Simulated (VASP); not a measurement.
# SrTiO3 (Pm-3m) in VASP: single point with PBEsol

Aim: the single point of SrTiO3 with PBEsol.

Everything below comes from runs of VASP 6.6.1. Logs are shortened: lines on timing, memory, paths and dates and some standing lists are left out, and cuts for length are marked.

### 1 The cell of the first run

Symmetry: Pm-3m, No. 221, cubic system. Conventional cell: a = 3.891 Å, b = 3.891 Å, c = 3.891 Å, α = 90.00°, β = 90.00°, γ = 90.00°. Sr (site symmetry m-3m) has 12 O at 2.75 Å and 8 Ti at 3.37 Å within 3.6 Å. Ti (site symmetry m-3m) has 6 O at 1.95 Å within 2.6 Å. O (site symmetry 4/mmm) has 2 Ti at 1.95 Å within 2.6 Å.

### 2 Single point, PBEsol

Input file INCAR:

```
ALGO     = Normal         # electronic algorithm
EDIFF    = 1E-6           # SCF threshold, eV
ENCUT    = 520            # plane-wave cutoff, eV
GGA      = PS             # functional
ISIF     = 2              # what is computed and relaxed
ISMEAR   = 0              # smearing method
LASPH    = T              # aspherical terms in the spheres
LCHARG   = T              # write CHGCAR
LELF     = T              # ELF
LREAL    = F              # projectors in reciprocal space
LVHAR    = T            
LWAVE    = F              # write WAVECAR
NBANDS   = 28             # bands
NELM     = 80             # most SCF steps
PREC     = Accurate       # precision mode
SIGMA    = 0.02           # smearing width, eV
```

Input file KPOINTS:

```
k-points
0
Gamma
  6 6 6
```

Input file POSCAR:

```
SrTiO3
1.0
    3.8911418854      0.0000000000      0.0000000000
    0.0000000000      3.8911418854      0.0000000000
    0.0000000000      0.0000000000      3.8911418854
Sr Ti O
1 1 3
Direct
    0.0000000000      0.0000000000      0.0000000000
    0.5000000000      0.5000000000      0.5000000000
    0.5000000000      0.0000000000      0.5000000000
    0.5000000000      0.5000000000      0.0000000000
    0.0000000000      0.5000000000      0.5000000000
```

Potentials or basis: VASP PAW PBE potentials, release 64 (Sr_sv, Ti_sv, O).

On the command line:

```
> cat potpaw_PBE.64/Sr_sv/POTCAR potpaw_PBE.64/Ti_sv/POTCAR potpaw_PBE.64/O/POTCAR > POTCAR
> mpirun -np 1 vasp_std > vasp.out
```

OUTCAR:

```text
EDIFF = 1E-6
   ENCUT = 520
   GGA = PS
   ISIF = 2
   ISMEAR = 0
   LASPH = T
   LREAL = F
   NELM = 80
   PREC = Accurate

 ion  position               nearest neighbor table
   1  0.000  0.000  0.000-   3 2.75   4 2.75   5 2.75   3 2.75   5 2.75   4 2.75   5 2.75   5 2.75
                             3 2.75   4 2.75   3 2.75   4 2.75   2 3.37   2 3.37   2 3.37   2 3.37
   2  0.500  0.500  0.500-   3 1.95   4 1.95   5 1.95   4 1.95   3 1.95   5 1.95   1 3.37   1 3.37
                             1 3.37   1 3.37   1 3.37   1 3.37   1 3.37   1 3.37
   3  0.500  0.000  0.500-   2 1.95   2 1.95   1 2.75   1 2.75   1 2.75   1 2.75
   4  0.500  0.500  0.000-   2 1.95   2 1.95   1 2.75   1 2.75   1 2.75   1 2.75
   5  0.000  0.500  0.500-   2 1.95   2 1.95   1 2.75   1 2.75   1 2.75   1 2.75

  LATTYP: Found a simple cubic cell.
 ALAT       =     3.8911418854

  Lattice vectors:

 A1 = (   3.8911418854,   0.0000000000,   0.0000000000)
 A2 = (   0.0000000000,   3.8911418854,   0.0000000000)
 A3 = (   0.0000000000,   0.0000000000,   3.8911418854)

Analysis of symmetry for initial positions (statically):
=====================================================================
 Subroutine PRICEL returns:
 Original cell was already a primitive cell.

 Routine SETGRP: Setting up the symmetry group for a
 simple cubic supercell.

 Subroutine GETGRP returns: Found 48 space group operations
 (whereof 48 operations were pure point group operations)
 out of a pool of 48 trial point group operations.

The static configuration has the point symmetry O_h .

Analysis of symmetry for dynamics (positions and initial velocities):
=====================================================================
 Subroutine PRICEL returns:
 Original cell was already a primitive cell.

 Routine SETGRP: Setting up the symmetry group for a
 simple cubic supercell.

 Subroutine GETGRP returns: Found 48 space group operations
 (whereof 48 operations were pure point group operations)
 out of a pool of 48 trial point group operations.

The dynamic configuration has the point symmetry O_h .

 Subroutine INISYM returns: Found 48 space group operations
 (whereof 48 operations are pure point group operations),
 and found     1 'primitive' translations

----------------------------------------------------------------------------------------

                                     Primitive cell

  volume of cell :      58.9157

  direct lattice vectors                    reciprocal lattice vectors
     3.891141885  0.000000000  0.000000000     0.256993970  0.000000000  0.000000000
     0.000000000  3.891141885  0.000000000     0.000000000  0.256993970  0.000000000
     0.000000000  0.000000000  3.891141885     0.000000000  0.000000000  0.256993970

  length of vectors
     3.891141885  3.891141885  3.891141885     0.256993970  0.256993970  0.256993970

  position of ions in fractional coordinates (direct lattice)
     0.000000000  0.000000000  0.000000000
     0.500000000  0.500000000  0.500000000
     0.500000000  0.000000000  0.500000000
     0.500000000  0.500000000  0.000000000
     0.000000000  0.500000000  0.500000000

  ion indices of the primitive-cell ions
   primitive index   ion index
                 1           1
                 2           2
                 3           3
                 4           4
                 5           5

----------------------------------------------------------------------------------------

 KPOINTS: k-points

Automatic generation of k-mesh.
 Grid dimensions read from file:
 generate k-points for:    6    6    6

 Generating k-lattice:

  Cartesian coordinates                     Fractional coordinates (reciprocal lattice)
     0.042832328  0.000000000  0.000000000     0.166666667  0.000000000  0.000000000
     0.000000000  0.042832328  0.000000000     0.000000000  0.166666667  0.000000000
     0.000000000  0.000000000  0.042832328     0.000000000  0.000000000  0.166666667

  Length of vectors
     0.042832328  0.042832328  0.042832328

  Shift w.r.t. Gamma in fractional coordinates (k-lattice)
     0.000000000  0.000000000  0.000000000

 Subroutine IBZKPT returns following result:
 ===========================================

 Found     20 irreducible k-points:

 Following reciprocal coordinates:
            Coordinates               Weight
  0.000000  0.000000  0.000000      1.000000
  0.166667  0.000000  0.000000      6.000000
  0.333333  0.000000  0.000000      6.000000
  0.500000  0.000000  0.000000      3.000000
  0.166667  0.166667  0.000000     12.000000
  0.333333  0.166667  0.000000     24.000000
[... 12 lines left out ...]
  0.500000  0.500000  0.333333      6.000000
  0.500000  0.500000  0.500000      1.000000
   k-points           NKPTS =     20   k-points in BZ     NKDIM =     20   number of bands    NBANDS=     28
   number of dos      NEDOS =    301   number of ions     NIONS =      5
   total plane-waves  NPLWV =  27000
   dimension x,y,z NGX =    30 NGY =   30 NGZ =   30
   dimension x,y,z NGXF=    60 NGYF=   60 NGZF=   60
   ions per type =               1   1   3
   NGX,Y,Z   is equivalent  to a cutoff of  12.82, 12.82, 12.82 a.u.
   NGXF,Y,Z  is equivalent  to a cutoff of  25.63, 25.63, 25.63 a.u.
 SYSTEM =  unknown system
   PREC   = accura    normal or accurate (medium, high low for compatibility)
   ISTART =      0    job   : 0-new  1-cont  2-samecut
   ICHARG =      2    charge: 1-file 2-atom 10-const
   ISPIN  =      1    spin polarized calculation?
   LNONCOLLINEAR =      F non collinear calculations
   LSORBIT =      F    spin-orbit coupling
   LASPH  =      T    aspherical Exc in radial PAW
   ENCUT  =  520.0 eV  38.22 Ry    6.18 a.u.   7.23  7.23  7.23*2*pi/ulx,y,z
   NELM   =     80;   NELMIN=  2; NELMDL= -5     # of ELM steps
   EDIFF  = 0.1E-05   stopping-criterion for ELM
   LREAL  =      F    real-space projection
   EDIFFG = 0.1E-04   stopping-criterion for IOM
   NSW    =      0    number of steps for IOM
   IBRION =     -1    ionic relax: 0-MD 1-quasi-New 2-CG
   NFREE  =      0    steps in history (QN), initial steepest desc. (CG)
   ISIF   =      2    stress and relaxation
   ISYM   =      2    0-nonsym 1-usesym 2-fastsym
   POTIM  = 0.5000    time-step for ionic-motion
   TEBEG  =    0.0;   TEEND  =   0.0 temperature during run
   PSTRESS=    0.0 pullay stress
   NELECT =      40.0000    total number of electrons
   NUPDOWN=      -1.0000    fix difference up-down
   EMIN   =  10.00;   EMAX   =-10.00  energy-range for DOS
   EFERMI =   0.00;   METHOD = LEGACY
   ISMEAR =     0;   SIGMA  =   0.02  broadening in eV -4-tet -1-fermi 0-gaus
   EFERMI_NEDOS =   21; number of points for ismear=-14 and -15
   IALGO  =     38    algorithm
   IMIX   =      4    mixing-type and parameters
     AMIX     =   0.40;   BMIX     =  1.00
     AMIX_MAG =   1.60;   BMIX_MAG =  1.00
  volume/ion in A,a.u.               =      11.78        79.52
  Fermi-wavevector in a.u.,A,eV,Ry     =   1.438857  2.719046 28.168287  2.070311
  Thomas-Fermi vector in A             =   2.557778
   LORBIT       =      0    0 simple, 1 ext, 2 COOP (PROOUT), +10 PAW based schemes
   GGA     = PS    functional components
   LHFCALC =     F    Hartree Fock is set to
   AEXX    =    0.0000 exact exchange contribution
   IVDW    =     0    specifies the selected vdW correction
   LEPSILON=     F    determine dielectric tensor
   LRPA    =     F    only Hartree local field effects (RPA)
 non-spin polarized calculation
 Gauss-broadening in eV      SIGMA  =   0.02
  energy-cutoff  :      520.00
  volume of cell :       58.92
 maximum number of plane-waves:      1622
 NGX is ok and might be reduce to    30
   NGX = 15   NGY = 15   NGZ = 15

 number of electron      40.0000013 magnetization

 Free energy of the ion-electron system (eV)
  ---------------------------------------------------
  ext. energy  EPLUGINS =         0.00000000
  ---------------------------------------------------
  free energy    TOTEN  =       -42.01499455 eV

  energy without entropy =      -42.01499455  energy(sigma->0) =      -42.01499455

 E-fermi :   4.2917     XC(G=0): -11.5967

 val. band max:        4.1140270815   @ k =   0.5000   0.5000   0.5000
 cond. band min:       5.9324054202   @ k =   0.0000   0.0000   0.0000
 fundamental gap:      1.8183783386
 Fermi energy:         4.2916633836

 k-point     1 :       0.0000    0.0000    0.0000
  band No.  band energies     occupation
      1     -52.0444      2.00000
      2     -28.4998      2.00000
      3     -28.4136      2.00000
      4     -28.4136      2.00000
      5     -28.4136      2.00000
      6     -13.2850      2.00000
[... 20 lines left out ...]
     27       9.4020      0.00000
     28      10.2269      0.00000

 k-point     2 :       0.1667    0.0000    0.0000
  band No.  band energies     occupation
      1     -52.0440      2.00000
      2     -28.5317      2.00000
      3     -28.4128      2.00000
      4     -28.4128      2.00000
      5     -28.3945      2.00000
      6     -13.3050      2.00000
[... 20 lines left out ...]
     27       9.8910      0.00000
     28      10.8901      0.00000

 k-point     3 :       0.3333    0.0000    0.0000
  band No.  band energies     occupation
      1     -52.0432      2.00000
      2     -28.5819      2.00000
      3     -28.4112      2.00000
      4     -28.4112      2.00000
      5     -28.3693      2.00000
      6     -13.4360      2.00000
[... 20 lines left out ...]
     27      10.9078      0.00000
     28      12.2144      0.00000

 k-point     4 :       0.5000    0.0000    0.0000
  band No.  band energies     occupation
      1     -52.0428      2.00000
      2     -28.6045      2.00000
      3     -28.4105      2.00000
      4     -28.4105      2.00000
      5     -28.3591      2.00000
      6     -13.5220      2.00000
[... 454 lines left out ...]
     27      12.0102      0.00000
     28      12.3766      0.00000

 k-point    19 :       0.5000    0.5000    0.3333
  band No.  band energies     occupation
      1     -52.0398      2.00000
      2     -28.4851      2.00000
      3     -28.4851      2.00000
      4     -28.4651      2.00000
      5     -28.4381      2.00000
      6     -12.0828      2.00000
[... 20 lines left out ...]
     27      12.0921      0.00000
     28      12.6628      0.00000

 k-point    20 :       0.5000    0.5000    0.5000
  band No.  band energies     occupation
      1     -52.0394      2.00000
      2     -28.4841      2.00000
      3     -28.4841      2.00000
      4     -28.4841      2.00000
      5     -28.4331      2.00000
      6     -11.8855      2.00000
[... 20 lines left out ...]
     27      12.6631      0.00000
     28      12.6631      0.00000

------------------------ aborting loop because EDIFF is reached ----------------------------------------

  FORCE on cell =-STRESS in cart. coord.  units (eV):
  Direction    XX          YY          ZZ          XY          YZ          ZX
  --------------------------------------------------------------------------------------
  -------------------------------------------------------------------------------------
  Total        0.2458868      0.2458868      0.2458868      0.0000000      0.0000000     -0.0000000
  in kB        6.6867437      6.6867437      6.6867437      0.0000000      0.0000000     -0.0000000
  external PRESSURE =       6.6867437 kB  Pullay stress =       0.0000000 kB

 VOLUME and BASIS-vectors are now :
 -----------------------------------------------------------------------------
  energy-cutoff  :      520.00
  volume of cell :       58.92
      direct lattice vectors                 reciprocal lattice vectors
     3.891141885  0.000000000  0.000000000     0.256993970  0.000000000  0.000000000
     0.000000000  3.891141885  0.000000000     0.000000000  0.256993970  0.000000000
     0.000000000  0.000000000  3.891141885     0.000000000  0.000000000  0.256993970

 POSITION                                       TOTAL-FORCE (eV/Angst)
 -----------------------------------------------------------------------------------
      0.00000      0.00000      0.00000         0.000000      0.000000      0.000000
      1.94557      1.94557      1.94557         0.000000      0.000000      0.000000
      1.94557      0.00000      1.94557         0.000000      0.000000      0.000000
      1.94557      1.94557      0.00000         0.000000      0.000000      0.000000
      0.00000      1.94557      1.94557         0.000000      0.000000      0.000000
 -----------------------------------------------------------------------------------
    total drift:                                0.000000      0.000000     -0.000000

  FREE ENERGIE OF THE ION-ELECTRON SYSTEM (eV)
  ---------------------------------------------------
  free  energy   TOTEN  =       -42.0149945526 eV

  energy  without entropy=      -42.0149945526  energy(sigma->0) =      -42.01499455
```

Wall time 34 s (1 thread of Intel Xeon Platinum 8488C (Sapphire Rapids), shared host); peak memory 0.19 GiB.

What came out:

```
Free energy            : -42.0150 eV
Pressure               : 0.7 GPa
Band gap on the k mesh : 1.82 eV, indirect (least direct gap 2.17 eV)
```

Levels at points of the mesh, in eV from the valence-band top:
```
           k point  band 16  band 17  band 18  band 19  band 20  band 21  band 22  band 23  band 24  band 25
(0.00, 0.00, 0.00)    -1.21    -1.21    -0.35    -0.35    -0.35     1.82     1.82     1.82     4.41     4.41
(0.50, 0.00, 0.00)    -2.42    -2.42    -2.07    -0.74    -0.74     2.00     3.83     3.83     4.43     6.66
(0.50, 0.50, 0.00)    -2.95    -1.74    -1.60    -1.60    -0.10     3.84     3.84     4.29     5.41     7.90
(0.50, 0.50, 0.50)    -3.81    -3.81     0.00     0.00     0.00     4.53     4.53     4.53     6.90     6.90
```

Caveat: the PAW data sets were made with another functional, which shifts forces and pressure a little.
